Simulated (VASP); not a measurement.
Here is a VASP 6.6.1 calculation.

Contents of POSCAR:

```
Ir
1.0
    0.0000000000      1.9220887788      1.9220887788
    1.9220887788      0.0000000000      1.9220887788
    1.9220887788      1.9220887788      0.0000000000
Ir
1
Direct
    0.0000000000      0.0000000000      0.0000000000
```

The input INCAR.step1:

```
SYSTEM = Ir
ALGO = Normal
EDIFF = 1E-4
ENCUT = 520
GGA = PE
ISMEAR = 0
LASPH = .TRUE.
LCHARG = .FALSE.
LREAL = .FALSE.
LWAVE = .TRUE.
NBANDS = 10
NELM = 100
PREC = Accurate
SIGMA = 0.1
```

The input INCAR.step2:

```
SYSTEM = Ir
ALGO = Normal
EDIFF = 1E-6
ENCUT = 520
ISIF = 2
ISMEAR = 0
ISTART = 1
LASPH = .TRUE.
LCHARG = .FALSE.
LMIXTAU = .TRUE.
LREAL = .FALSE.
LWAVE = .FALSE.
METAGGA = R2SCAN
NBANDS = 10
NELM = 100
PREC = Accurate
SIGMA = 0.1
```

KPOINTS

```
k-points
0
G
  18 18 18
  0 0 0
```

Potentials or basis: VASP PAW PBE potentials, release 64 (Ir).

The run is started by

```console
$ cat potpaw_PBE.64/Ir/POTCAR > POTCAR
$ cp INCAR.step1 INCAR
$ mpirun -np 1 vasp_std > vasp.out
$ cp INCAR.step2 INCAR
$ mpirun -np 1 vasp_std > vasp.out
```

Question: Predict the pressure.

Answer: 2.5 GPa.

Caveat: the PAW data sets were made with another functional, which shifts forces and pressure a little.
